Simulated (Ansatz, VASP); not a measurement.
## MgO in VASP and in Ansatz

The input INCAR:

```
SYSTEM = MgO
  ALGO = Normal
  EDIFF = 1E-7
  ENCUT = 520
  GGA = PE
  ISIF = 2
  ISMEAR = 0
  LASPH = .True.
  LCHARG = .True.
  LELF = .True.
  LREAL = .False.
  LVHAR = .True.
  LWAVE = .False.
  NBANDS = 16
  NELM = 60
  PREC = Accurate
  SIGMA = 0.05
```

The input KPOINTS:

```
k-points
0
Gamma
  9 9 6
  0 0 0
```

File POSCAR:

```
MgO
1.0
    3.6622000000      0.0000000000      0.0000000000
   -1.8311000000      3.1715582337      0.0000000000
    0.0000000000      0.0000000000      4.1970000000
Mg O
2 2
Direct
    0.6666666667      0.3333333333      0.7500000000
    0.3333333333      0.6666666667      0.2500000000
    0.6666666667      0.3333333333      0.2500000000
    0.3333333333      0.6666666667      0.7500000000
```

Input for Ansatz:

```yaml
crystal:
  lattice:
    - [3.6622, 0.0, 0.0]
    - [-1.8311, 3.1715582337, 0.0]
    - [0.0, 0.0, 4.197]
  atoms:
    - { symbol: Mg, position: [0.6666666667, 0.3333333333, 0.75] }
    - { symbol: Mg, position: [0.3333333333, 0.6666666667, 0.25] }
    - { symbol: O, position: [0.6666666667, 0.3333333333, 0.25] }
    - { symbol: O, position: [0.3333333333, 0.6666666667, 0.75] }
basis:
  ecutwfc: 520.0
kpoints:
  mp_grid: { grid: [9, 9, 6] }
hamiltonian:
  xc: pbe
  pseudopotentials: { kind: paw, azcp: { folder: soft_1 } }
scf:
  occupations: { method: gaussian, width: 0.05 }
output:
  forces: true
  stress: true
  eigenvalues: true
```

Alike in both runs: task single point; functional PBE; k mesh 9 × 9 × 6; occupations gaussian, width 0.05 eV; no spin polarisation.

|  | VASP | Ansatz |
| --- | --- | --- |
| version | VASP 6.6.1 | Ansatz 0.2.0 |
| potentials or method | VASP PAW PBE potentials, release 64 (Mg, O), cutoff 520 eV | scalar-relativistic, plane waves, PAW |
| valence electrons in the cell | 16 | 32 |

Ansatz gave:

- gap on the k mesh at the Fermi level (eV): 3.03
- least direct gap on the mesh (eV): 3.03
- pressure (GPa): -6.7
- traceless stress, the component that is largest in VASP (GPa): 3.36

Question: Estimate VASP's values.

Answer: gap on the k mesh at the Fermi level (eV): 3.01; least direct gap on the mesh (eV): 3.01; pressure (GPa): -7.3; traceless stress, the component that is largest in VASP (GPa): 3.28.

VASP's potentials hold 16 valence electrons a cell and Ansatz's 32, so a difference there can come from the potentials and not from the codes.
